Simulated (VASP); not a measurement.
A run of VASP 6.6.1 is set up as follows.

File INCAR:

```
PREC = Accurate
ENCUT = 600
EDIFF = 1E-6
ISMEAR = 0
SIGMA = 0.1
LREAL = F
LASPH = T
NELM = 100
ALGO = Normal
ISIF = 3
LWAVE = F
LCHARG = F
GGA = PE
IBRION = 2
NSW = 100
EDIFFG = -0.01
```

The input KPOINTS:

```
regular mesh
0
Gamma
  12 12 4
```

Contents of POSCAR:

```
ScIn2Se2
1.0
    3.9336402300      0.0000000000      0.0000000000
   -1.9668201150      3.4066323685      0.0000000000
    0.0000000000      0.0000000000      9.8706008723
Sc In Se
1 2 2
Direct
    0.0000000000      0.0000000000      0.0000000000
    0.6666666667      0.3333333333      0.3844335550
    0.3333333333      0.6666666667      0.6155664450
    0.6666666667      0.3333333333      0.8449424468
    0.3333333333      0.6666666667      0.1550575532
```

Potentials or basis: VASP PAW PBE potentials, release 64 (Sc_sv, In_d, Se).

The run is started by

```sh
$ cat potpaw_PBE.64/Sc_sv/POTCAR potpaw_PBE.64/In_d/POTCAR potpaw_PBE.64/Se/POTCAR > POTCAR
$ mpirun -np 1 vasp_std > vasp.out
```

What does it give for the relaxed volume?

26.62 Å³/atom.

Estimate the band gap on the k mesh.

zero (an odd number of electrons rules out a gap without spin polarisation).

What does it give for the space group after relaxing (to 0.1 Å)?

P-3m1 (No. 164).

Predict the relaxed cell.

a = 3.849 Å, b = 3.849 Å, c = 10.374 Å, α = 90.00°, β = 90.00°, γ = 120.00°.

The path:
```csv
step,energy change (eV),largest force (eV/Å),pressure (GPa),volume (Å³)
1,0.0000,0.2100,0.06,132.27
2,-0.0182,0.1956,-0.07,132.45
3,-0.0429,0.1987,-0.48,132.88
4,-0.0502,0.0848,0.47,130.61
5,-0.0504,0.0939,0.34,130.91
6,-0.0552,0.0503,0.22,131.73
7,-0.0576,0.0193,-0.01,133.29
8,-0.0578,0.0079,0.02,133.01
9,-0.0578,0.0047,0.02,132.97
10,-0.0578,0.0091,-0.03,133.12
```

Caveat: spin-orbit coupling is left out, which moves the levels of the heavy elements.
